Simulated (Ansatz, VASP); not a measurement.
# Two plane-wave programs on PbO

```
CELL_PARAMETERS angstrom
0.00000 2.91862 2.91862
2.91862 0.00000 2.91862
2.91862 2.91862 0.00000
ATOMIC_POSITIONS crystal
Pb 0.00000 0.00000 0.00000
O 0.75000 0.75000 0.75000
```

Alike in both runs: task relaxation of cell and atoms; functional PBE; k mesh 6 × 6 × 6; occupations gaussian, width 0.1 eV; no spin polarisation.

```csv
,VASP,Ansatz
version,VASP 6.6.1,Ansatz 0.2.0
potentials or method,"VASP PAW PBE potentials, release 64 (Pb_d, O), cutoff 600 eV","scalar-relativistic, plane waves, PAW"
valence electrons in the cell,20,20
```

VASP gave:

- gap on the k mesh at the Fermi level, each at its own relaxed structure (eV): 0.56
- relaxed volume (Å³/atom): 22.68
- relaxed cell length with the largest relative difference (Å): 4.003

What did Ansatz give for the same quantities?

gap on the k mesh at the Fermi level, each at its own relaxed structure (eV): 0.57; relaxed volume (Å³/atom): 22.79; relaxed cell length with the largest relative difference (Å): 4.009.

Neither program's run includes spin-orbit coupling.
